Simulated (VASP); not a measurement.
Wanted: the native input for a VASP 6.6.1 run.

* Task: single point
* Functional: PBE
* Potentials or basis: VASP PAW PBE potentials, release 64 (Si, O)
* Cutoff: 520 eV
* k mesh: 6 × 6 × 4
* Occupations: fermi-dirac, width 0.05 eV
* Spin: no spin polarisation
* Dipole correction: no
* Further INCAR settings: ALGO = Normal; EDIFF = 1e-06; NBANDS = 44

The structure of SiO2 lies in POSCAR:

```
SiO2
1.0
    5.0830990351      0.0000000000      0.0000000000
    0.0000000000      5.0830990351      0.0000000000
    0.0000000000      0.0000000000      7.0982124401
Si O
4 8
Direct
    0.7939647682      0.7939647682      0.5000000000
    0.7060352318      0.2939647682      0.2500000000
    0.2939647682      0.7060352318      0.7500000000
    0.2060352318      0.2060352318      0.0000000000
    0.7588606046      0.0936650625      0.4243294448
    0.9063349375      0.2411393954      0.0756705552
    0.0936650625      0.7588606046      0.5756705552
    0.2588606046      0.4063349375      0.8256705552
    0.2411393954      0.9063349375      0.9243294448
    0.7411393954      0.5936650625      0.3256705552
    0.4063349375      0.2588606046      0.1743294448
    0.5936650625      0.7411393954      0.6743294448
```

The input as run:

INCAR

```
PREC = Accurate
ENCUT = 520
EDIFF = 1E-6
ISMEAR = -1
SIGMA = 0.05
LREAL = F
LASPH = T
NELM = 60
ALGO = Normal
ISIF = 2
LWAVE = F
LCHARG = F
GGA = PE
NBANDS = 44
```

KPOINTS

```
Automatic mesh
0
Gamma
  6 6 4
```

Potentials or basis: VASP PAW PBE potentials, release 64 (Si, O).

Command:

```bash
$ cat potpaw_PBE.64/Si/POTCAR potpaw_PBE.64/O/POTCAR > POTCAR
$ mpirun -np 1 vasp_std > vasp.out
```

It gave:

The pressure is 0.1 GPa, the largest force is 0.022 eV/Å and the band gap on the k mesh is 5.51 eV.

Wall time 6 min on 1 thread of Intel Xeon 8259CL, on a shared host, peak memory 0.38 GiB.
